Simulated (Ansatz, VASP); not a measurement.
Te2Mo: VASP beside Ansatz

Contents of INCAR:

```
SYSTEM = Te2Mo
PREC = Accurate
ENCUT = 520
EDIFF = 1E-6
ISMEAR = -1
SIGMA = 0.15
LREAL = .FALSE.
LASPH = .TRUE.
NELM = 60
ALGO = Normal
ISIF = 2
LWAVE = .FALSE.
LCHARG = .TRUE.
LELF = .TRUE.
LVHAR = .TRUE.
NBANDS = 64
```

KPOINTS

```
Automatic mesh
0
G
  4 7 2
  0 0 0
```

File POSCAR:

```
Te2Mo
1.0
    6.3300000000      0.0000000000      0.0000000000
    0.0000000000      3.4690000000      0.0000000000
   -0.9467950000      0.0000000000     13.8276240000
Te Mo
8 4
Direct
    0.5568000000      0.7500000000      0.3516000000
    0.4432000000      0.2500000000      0.6484000000
    0.5888000000      0.2500000000      0.1045000000
    0.4112000000      0.7500000000      0.8955000000
    0.0970000000      0.7500000000      0.1486000000
    0.9030000000      0.2500000000      0.8514000000
    0.0563000000      0.2500000000      0.3955000000
    0.9437000000      0.7500000000      0.6045000000
    0.3181000000      0.7500000000      0.5066000000
    0.6819000000      0.2500000000      0.4934000000
    0.1833000000      0.2500000000      0.0074000000
    0.8167000000      0.7500000000      0.9926000000
```

Input for Ansatz:

```yaml

crystal:
  lattice:
    - [6.33, 0.0, 0.0]
    - [0.0, 3.469, 0.0]
    - [-0.946795, 0.0, 13.827624]
  atoms:
    - { symbol: Te, position: [0.5568, 0.75, 0.3516] }
    - { symbol: Te, position: [0.4432, 0.25, 0.6484] }
    - { symbol: Te, position: [0.5888, 0.25, 0.1045] }
    - { symbol: Te, position: [0.4112, 0.75, 0.8955] }
    - { symbol: Te, position: [0.097, 0.75, 0.1486] }
    - { symbol: Te, position: [0.903, 0.25, 0.8514] }
    - { symbol: Te, position: [0.0563, 0.25, 0.3955] }
    - { symbol: Te, position: [0.9437, 0.75, 0.6045] }
    - { symbol: Mo, position: [0.3181, 0.75, 0.5066] }
    - { symbol: Mo, position: [0.6819, 0.25, 0.4934] }
    - { symbol: Mo, position: [0.1833, 0.25, 0.0074] }
    - { symbol: Mo, position: [0.8167, 0.75, 0.9926] }
kpoints:
  mp_grid: { grid: [4, 7, 2] }
hamiltonian:
  xc: lda
scf:
  occupations: { method: fermi_dirac, width: 0.15 }
basis:
  ecutwfc: "19 Ha"
output:
  forces: true
  stress: true
```

Alike in both runs: task single point; functional LDA; k mesh 4 × 7 × 2; occupations fermi-dirac, width 0.15 eV; no spin polarisation.

```csv
,VASP,Ansatz
version,VASP 6.6.1,Ansatz 0.2.0
potentials or method,"VASP PAW LDA potentials, release 64 (Te, Mo_sv), cutoff 520 eV","plane waves, PAW"
valence electrons in the cell,104,184
```

|  | VASP | Ansatz | Ansatz less VASP |
| --- | --- | --- | --- |
| pressure (GPa) | -3.1 | -3.3 | -0.22 |
| traceless stress, the component that is largest in VASP (GPa) | 0.48 | 0.45 | -0.031 |
| rms of the force components (eV/Å) | 0.159 | 0.179 | +0.0202 |

LDA's correlation is that of Perdew and Zunger in VASP and of Perdew and Wang (1992) in Ansatz. Atom by atom the forces differ by 0.021 eV/Å (rms over components). VASP's potentials hold 104 valence electrons a cell and Ansatz's 184, so a difference there can come from the potentials and not from the codes.

Neither program's run includes spin-orbit coupling.
